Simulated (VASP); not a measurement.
# SrO in VASP: further runs

SrO is run at these levels: PBEsol; tasks: electric field gradients.

All numbers are computed with VASP 6.6.1; they aren't measurements. Logs are shortened: lines on timing, memory, paths and dates and some standing lists are left out, and cuts for length are marked.

### Step 1. The cell of the first run

Symmetry: I4/mmm, No. 139, tetragonal system. The conventional cell has a = 3.634 Å, b = 3.634 Å, c = 5.242 Å, α = 90.00°, β = 90.00°, γ = 90.00°. Sr (site symmetry 4/mmm) has 6 O at 2.57 to 2.62 Å within 3.4 Å. Within 3.4 Å of O (site symmetry 4/mmm) lie 6 Sr at 2.57 to 2.62 Å.

### Step 2. Electric field gradients, PBEsol (zz strain of +2 %)

The input, INCAR:

```
ALGO     = Normal         # electronic algorithm
EDIFF    = 1E-8           # SCF threshold, eV
ENCUT    = 520            # plane-wave cutoff, eV
GGA      = PS             # functional
ISIF     = 2              # what is computed and relaxed
ISMEAR   = -1             # smearing method
LASPH    = T              # aspherical terms in the spheres
LCHARG   = F              # write CHGCAR
LEFG     = T            
LREAL    = F              # projectors in reciprocal space
LWAVE    = F              # write WAVECAR
NBANDS   = 15             # bands
NELM     = 60             # most SCF steps
PREC     = Accurate       # precision mode
SIGMA    = 0.03           # smearing width, eV
```

The input, KPOINTS:

```
k-points
0
Gamma
  8 8 8
```

The input, POSCAR:

```
SrO
1.0
    0.0000000000      2.5698000000      2.6211960000
    2.5698000000      0.0000000000      2.6211960000
    2.5698000000      2.5698000000      0.0000000000
Sr O
1 1
Direct
    0.0000000000      0.0000000000      0.0000000000
    0.5000000000      0.5000000000      0.5000000000
```

Potentials or basis: VASP PAW PBE potentials, release 64 (Sr_sv, O).

Command:

```sh
$ cat potpaw_PBE.64/Sr_sv/POTCAR potpaw_PBE.64/O/POTCAR > POTCAR
$ mpirun -np 1 vasp_std > vasp.out
```

OUTCAR:

```text
EDIFF = 1E-8
   ENCUT = 520
   GGA = PS
   ISIF = 2
   ISMEAR = -1
   LASPH = T
   LREAL = F
   NELM = 60
   PREC = Accurate

 ion  position               nearest neighbor table
   1  0.000  0.000  0.000-   2 2.57   2 2.57   2 2.57   2 2.57   2 2.62   2 2.62
   2  0.500  0.500  0.500-   1 2.57   1 2.57   1 2.57   1 2.57   1 2.62   1 2.62

  LATTYP: Found a body centered tetragonal cell.
 ALAT       =     3.6342460126
 C/A-ratio  =     1.4424978336

  Lattice vectors:

 A1 = (  -2.5698000000,   0.0000000000,   2.6211960000)
 A2 = (   2.5698000000,   0.0000000000,   2.6211960000)
 A3 = (   0.0000000000,   2.5698000000,  -2.6211960000)

Analysis of symmetry for initial positions (statically):
=====================================================================
 Subroutine PRICEL returns:
 Original cell was already a primitive cell.

 Routine SETGRP: Setting up the symmetry group for a
 body centered tetragonal supercell.

 Subroutine GETGRP returns: Found 16 space group operations
 (whereof 16 operations were pure point group operations)
 out of a pool of 16 trial point group operations.

The static configuration has the point symmetry D_4h.

Analysis of symmetry for dynamics (positions and initial velocities):
=====================================================================
 Subroutine PRICEL returns:
 Original cell was already a primitive cell.

 Routine SETGRP: Setting up the symmetry group for a
 body centered tetragonal supercell.

 Subroutine GETGRP returns: Found 16 space group operations
 (whereof 16 operations were pure point group operations)
 out of a pool of 16 trial point group operations.

The dynamic configuration has the point symmetry D_4h.

 Subroutine INISYM returns: Found 16 space group operations
 (whereof 16 operations are pure point group operations),
 and found     1 'primitive' translations

----------------------------------------------------------------------------------------

                                     Primitive cell

  volume of cell :      34.6201

  direct lattice vectors                    reciprocal lattice vectors
     0.000000000  2.569800000  2.621196000    -0.194567671  0.194567671  0.190752618
     2.569800000  0.000000000  2.621196000     0.194567671 -0.194567671  0.190752618
     2.569800000  2.569800000  0.000000000     0.194567671  0.194567671 -0.190752618

  length of vectors
     3.670768381  3.670768381  3.634246013     0.334812960  0.334812960  0.334812960

  position of ions in fractional coordinates (direct lattice)
     0.000000000  0.000000000  0.000000000
     0.500000000  0.500000000  0.500000000

  ion indices of the primitive-cell ions
   primitive index   ion index
                 1           1
                 2           2

----------------------------------------------------------------------------------------

 KPOINTS: k-points

Automatic generation of k-mesh.
 Grid dimensions read from file:
 generate k-points for:    8    8    8

 Generating k-lattice:

  Cartesian coordinates                     Fractional coordinates (reciprocal lattice)
    -0.024320959  0.024320959  0.023844077     0.125000000  0.000000000  0.000000000
     0.024320959 -0.024320959  0.023844077     0.000000000  0.125000000  0.000000000
     0.024320959  0.024320959 -0.023844077     0.000000000  0.000000000  0.125000000

  Length of vectors
     0.041851620  0.041851620  0.041851620

  Shift w.r.t. Gamma in fractional coordinates (k-lattice)
     0.000000000  0.000000000  0.000000000

 Subroutine IBZKPT returns following result:
 ===========================================

 Found     59 irreducible k-points:

 Following reciprocal coordinates:
            Coordinates               Weight
  0.000000  0.000000  0.000000      1.000000
  0.125000 -0.000000  0.000000      8.000000
  0.250000 -0.000000  0.000000      8.000000
  0.375000 -0.000000  0.000000      8.000000
  0.500000 -0.000000  0.000000      4.000000
  0.125000  0.125000  0.000000      2.000000
[... 16 lines left out ...]
  0.250000 -0.000000  0.125000     16.000000
  0.375000 -0.000000  0.125000     16.000000
 [... further k-points ...]
   k-points           NKPTS =     59   k-points in BZ     NKDIM =     59   number of bands    NBANDS=     15
   number of dos      NEDOS =    301   number of ions     NIONS =      2
   total plane-waves  NPLWV =  21952
   dimension x,y,z NGX =    28 NGY =   28 NGZ =   28
   dimension x,y,z NGXF=    56 NGYF=   56 NGZF=   56
   ions per type =               1   1
   NGX,Y,Z   is equivalent  to a cutoff of  12.68, 12.68, 12.81 a.u.
   NGXF,Y,Z  is equivalent  to a cutoff of  25.36, 25.36, 25.62 a.u.
 SYSTEM =  unknown system
   PREC   = accura    normal or accurate (medium, high low for compatibility)
   ISTART =      0    job   : 0-new  1-cont  2-samecut
   ICHARG =      2    charge: 1-file 2-atom 10-const
   ISPIN  =      1    spin polarized calculation?
   LNONCOLLINEAR =      F non collinear calculations
   LSORBIT =      F    spin-orbit coupling
   LASPH  =      T    aspherical Exc in radial PAW
   ENCUT  =  520.0 eV  38.22 Ry    6.18 a.u.   6.83  6.83  6.76*2*pi/ulx,y,z
   NELM   =     60;   NELMIN=  2; NELMDL= -5     # of ELM steps
   EDIFF  = 0.1E-07   stopping-criterion for ELM
   LREAL  =      F    real-space projection
   EDIFFG = 0.1E-06   stopping-criterion for IOM
   NSW    =      0    number of steps for IOM
   IBRION =     -1    ionic relax: 0-MD 1-quasi-New 2-CG
   NFREE  =      0    steps in history (QN), initial steepest desc. (CG)
   ISIF   =      2    stress and relaxation
   ISYM   =      2    0-nonsym 1-usesym 2-fastsym
   POTIM  = 0.5000    time-step for ionic-motion
   TEBEG  =    0.0;   TEEND  =   0.0 temperature during run
   PSTRESS=    0.0 pullay stress
   NELECT =      16.0000    total number of electrons
   NUPDOWN=      -1.0000    fix difference up-down
   EMIN   =  10.00;   EMAX   =-10.00  energy-range for DOS
   EFERMI =   0.00;   METHOD = LEGACY
   ISMEAR =    -1;   SIGMA  =   0.03  broadening in eV -4-tet -1-fermi 0-gaus
   EFERMI_NEDOS =   21; number of points for ismear=-14 and -15
   IALGO  =     38    algorithm
   IMIX   =      4    mixing-type and parameters
     AMIX     =   0.40;   BMIX     =  1.00
     AMIX_MAG =   1.60;   BMIX_MAG =  1.00
  volume/ion in A,a.u.               =      17.31       116.81
  Fermi-wavevector in a.u.,A,eV,Ry     =   1.265723  2.391870 21.797288  1.602055
  Thomas-Fermi vector in A             =   2.398962
   LORBIT       =      0    0 simple, 1 ext, 2 COOP (PROOUT), +10 PAW based schemes
   GGA     = PS    functional components
   LHFCALC =     F    Hartree Fock is set to
   AEXX    =    0.0000 exact exchange contribution
   IVDW    =     0    specifies the selected vdW correction
   LEPSILON=     F    determine dielectric tensor
   LRPA    =     F    only Hartree local field effects (RPA)
 non-spin polarized calculation
  energy-cutoff  :      520.00
  volume of cell :       34.62
 maximum number of plane-waves:       950
   NGX = 13   NGY = 13   NGZ = 13

 number of electron      15.9999999 magnetization

 Free energy of the ion-electron system (eV)
  ---------------------------------------------------
  ext. energy  EPLUGINS =         0.00000000
  ---------------------------------------------------
  free energy    TOTEN  =       -12.63179095 eV

  energy without entropy =      -12.63179095  energy(sigma->0) =      -12.63179095

 E-fermi :   2.0142     XC(G=0): -10.1885

 val. band max:        1.4253893801   @ k =   0.0000   0.0000   0.0000
 cond. band min:       4.5502339296   @ k =   0.5000   0.0000   0.5000
 fundamental gap:      3.1248445494
 Fermi energy:         2.0142312976

 k-point     1 :       0.0000    0.0000    0.0000
  band No.  band energies     occupation
      1     -30.8964      2.00000
      2     -13.5725      2.00000
      3     -12.5779      2.00000
      4     -12.5636      2.00000
      5     -12.5636      2.00000
      6       1.3597      2.00000
      7       1.4254      2.00000
      8       1.4254      2.00000
      9       5.0890      0.00000
     10       7.4272      0.00000
     11       7.5796      0.00000
     12       7.5796      0.00000
     13       9.5625      0.00000
     14       9.8114      0.00000
[... 401 lines left out ...]
      2     -14.7474      2.00000
      3     -12.7130      2.00000
      4     -12.6842      2.00000
      5     -11.6616      2.00000
      6      -0.2626      2.00000
      7       0.5461      2.00000
      8       0.7303      2.00000
      9       6.8896      0.00000
     10       8.1647      0.00000
     11       9.7597      0.00000
     12       9.9390      0.00000
     13      11.6761      0.00000
     14      12.3302      0.00000
     15      16.8664      0.00000

 [... further k-points ...]

------------------------ aborting loop because EDIFF is reached ----------------------------------------

  FORCE on cell =-STRESS in cart. coord.  units (eV):
  Direction    XX          YY          ZZ          XY          YZ          ZX
  --------------------------------------------------------------------------------------
  -------------------------------------------------------------------------------------
  Total       -0.2632668     -0.2632668     -0.7576204      0.0000000     -0.0000000      0.0000000
  in kB      -12.1836819    -12.1836819    -35.0617913      0.0000000     -0.0000000      0.0000000
  external PRESSURE =     -19.8097183 kB  Pullay stress =       0.0000000 kB

 VOLUME and BASIS-vectors are now :
 -----------------------------------------------------------------------------
  energy-cutoff  :      520.00
  volume of cell :       34.62
      direct lattice vectors                 reciprocal lattice vectors
     0.000000000  2.569800000  2.621196000    -0.194567671  0.194567671  0.190752618
     2.569800000  0.000000000  2.621196000     0.194567671 -0.194567671  0.190752618
     2.569800000  2.569800000  0.000000000     0.194567671  0.194567671 -0.190752618

 POSITION                                       TOTAL-FORCE (eV/Angst)
 -----------------------------------------------------------------------------------
      0.00000      0.00000      0.00000         0.000000      0.000000      0.000000
      2.56980      2.56980      2.62120        -0.000000     -0.000000      0.000000
 -----------------------------------------------------------------------------------
    total drift:                                0.000000      0.000000      0.000000

  FREE ENERGIE OF THE ION-ELECTRON SYSTEM (eV)
  ---------------------------------------------------
  free  energy   TOTEN  =       -12.6317909509 eV

  energy  without entropy=      -12.6317909509  energy(sigma->0) =      -12.63179095

 Electric field gradients (V/A^2)
---------------------------------------------------------------------
 ion       V_xx      V_yy      V_zz      V_xy      V_xz      V_yz
---------------------------------------------------------------------
   1      -9.693    -9.693    19.386     0.000     0.000     0.000
   2      -3.289    -3.289     6.578    -0.000    -0.000    -0.000
---------------------------------------------------------------------

 Electric field gradients after diagonalization (V/A^2)
 (convention: |V_zz| > |V_xx| > |V_yy|)
----------------------------------------------------------------------
 ion       V_xx      V_yy      V_zz     asymmetry (V_yy - V_xx)/ V_zz
----------------------------------------------------------------------
   1      -9.693    -9.693    19.386       0.000
   2      -3.289    -3.289     6.578       0.000
----------------------------------------------------------------------

           NMR quadrupolar parameters

 Cq : quadrupolar parameter    Cq=e*Q*V_zz/h
 eta: asymmetry parameters     (V_yy - V_xx)/ V_zz
 Q  : nuclear electric quadrupole moment in mb (millibarn)
----------------------------------------------------------------------
 ion       Cq(MHz)       eta       Q (mb)
----------------------------------------------------------------------
   1       0.047       0.000       1.000
   2       0.016       0.000       1.000
----------------------------------------------------------------------
```

It took 21 s on 1 thread of AMD EPYC 9R45 (Zen 5), shared host; peak memory 0.14 GiB.

Results:

```
Free energy            : -12.6318 eV
Pressure               : -2.0 GPa
Band gap on the k mesh : 3.12 eV, indirect (least direct gap 3.22 eV)
```

Levels at points of the mesh, in eV from the valence-band top:
```tsv
k point	band 6	band 7	band 8	band 9	band 10	band 11
(0.00, 0.00, 0.00)	-0.07	0.00	0.00	3.66	6.00	6.15
(0.50, 0.00, 0.00)	-2.21	-1.14	-1.14	6.39	8.12	8.70
(0.50, 0.50, 0.00)	-0.57	-0.10	-0.10	3.19	7.60	9.98
(0.50, 0.00, 0.50)	-0.45	-0.17	-0.09	3.12	7.60	10.05
```

Electric field gradients, principal values (V/Å²):
| atom | least | middle | greatest (by size) |
| --- | --- | --- | --- |
| 1 Sr | -9.693 | -9.693 | 19.386 |
| 2 O | -3.289 | -3.289 | 6.578 |

Caveat: the cell differs from its parent crystal (zz strain of +2 %); without QUAD_EFG the Cq values of the log hold for a quadrupole moment of 1 mb, not for the nuclei; the PAW data sets were made with another functional, which shifts forces and pressure a little. A k mesh can miss the band edges.

### Step 3. Electric field gradients, PBEsol (equal xy, yz and zx shear strains of -2 %)

The input, INCAR:

```
SYSTEM = SrO
PREC = Accurate ; ENCUT = 520
EDIFF = 1E-8 ; ISMEAR = -1
SIGMA = 0.03 ; LREAL = .FALSE.
LASPH = .TRUE. ; NELM = 80
ALGO = Normal ; ISIF = 2
LWAVE = .FALSE. ; LCHARG = .FALSE.
GGA = PS ; LEFG = .TRUE.
NBANDS = 15
```

The input, KPOINTS:

```
regular mesh
0
G
  8 8 8
  0 0 0
```

The input, POSCAR:

```
SrO
1.0
   -0.0513960000      2.5441020000      2.5441020000
    2.5441020000     -0.0513960000      2.5441020000
    2.5441020000      2.5441020000     -0.0513960000
Sr O
1 1
Direct
    0.0000000000      0.0000000000      0.0000000000
    0.5000000000      0.5000000000      0.5000000000
```

Potentials or basis: VASP PAW PBE potentials, release 64 (Sr_sv, O).

Command:

```sh
$ cat potpaw_PBE.64/Sr_sv/POTCAR potpaw_PBE.64/O/POTCAR > POTCAR
$ mpirun -np 1 vasp_std > vasp.out
```

OUTCAR:

```text
SYSTEM = SrO
   PREC = Accurate
   ENCUT = 520
   EDIFF = 1E-8
   ISMEAR = -1
   LREAL = .FALSE.
   LASPH = .TRUE.
   NELM = 80
   ISIF = 2
   GGA = PS

 ion  position               nearest neighbor table
   1  0.000  0.000  0.000-   2 2.57   2 2.57   2 2.57   2 2.57   2 2.57   2 2.57
   2  0.500  0.500  0.500-   1 2.57   1 2.57   1 2.57   1 2.57   1 2.57   1 2.57

  LATTYP: Found a trigonal (rhomboedric) cell.
 ALAT       =     3.5982706293
 COS(alpha) =     0.4797000918

  Lattice vectors:

 A1 = (  -0.0513960000,   2.5441020000,   2.5441020000)
[... 645 lines left out ...]
  free  energy   TOTEN  =       -12.6329792780 eV

  energy  without entropy=      -12.6329792780  energy(sigma->0) =      -12.63297928

 Electric field gradients (V/A^2)
---------------------------------------------------------------------
 ion       V_xx      V_yy      V_zz      V_xy      V_xz      V_yz
---------------------------------------------------------------------
   1       0.000    -0.000     0.000     7.381     7.381     7.381
   2       0.000     0.000     0.000    -0.885    -0.885    -0.885
---------------------------------------------------------------------

 Electric field gradients after diagonalization (V/A^2)
 (convention: |V_zz| > |V_xx| > |V_yy|)
----------------------------------------------------------------------
 ion       V_xx      V_yy      V_zz     asymmetry (V_yy - V_xx)/ V_zz
----------------------------------------------------------------------
   1      -7.381    -7.381    14.763       0.000
   2       0.885     0.885    -1.769       0.000
----------------------------------------------------------------------

           NMR quadrupolar parameters

 Cq : quadrupolar parameter    Cq=e*Q*V_zz/h
 eta: asymmetry parameters     (V_yy - V_xx)/ V_zz
 Q  : nuclear electric quadrupole moment in mb (millibarn)
----------------------------------------------------------------------
 ion       Cq(MHz)       eta       Q (mb)
----------------------------------------------------------------------
   1       0.036       0.000       1.000
   2      -0.004       0.000       1.000
----------------------------------------------------------------------
```

Wall time 24 s (1 thread of AMD EPYC 9R45 (Zen 5), shared host); peak memory 0.15 GiB.

Results:

| Quantity | Value |
| --- | --- |
| Free energy | -12.6330 eV |
| Pressure | -0.3 GPa |
| Band gap on the k mesh | 3.11 eV, indirect (least direct gap 3.21 eV) |

Stress tensor (GPa, compression positive):
```
-0.32  1.04  1.04
 1.04 -0.32  1.04
 1.04  1.04 -0.32
```

Electric field gradients, principal values (V/Å²):
| atom | least | middle | greatest (by size) |
| --- | --- | --- | --- |
| 1 Sr | -7.381 | -7.381 | 14.763 |
| 2 O | 0.885 | 0.885 | -1.769 |

Caveat: the cell differs from its parent crystal (equal xy, yz and zx shear strains of -2 %); without QUAD_EFG the Cq values of the log hold for a quadrupole moment of 1 mb, not for the nuclei; the PAW data sets were made with another functional, which shifts forces and pressure a little. A k mesh can miss the band edges.

(Part 1 of 2 ends here.)
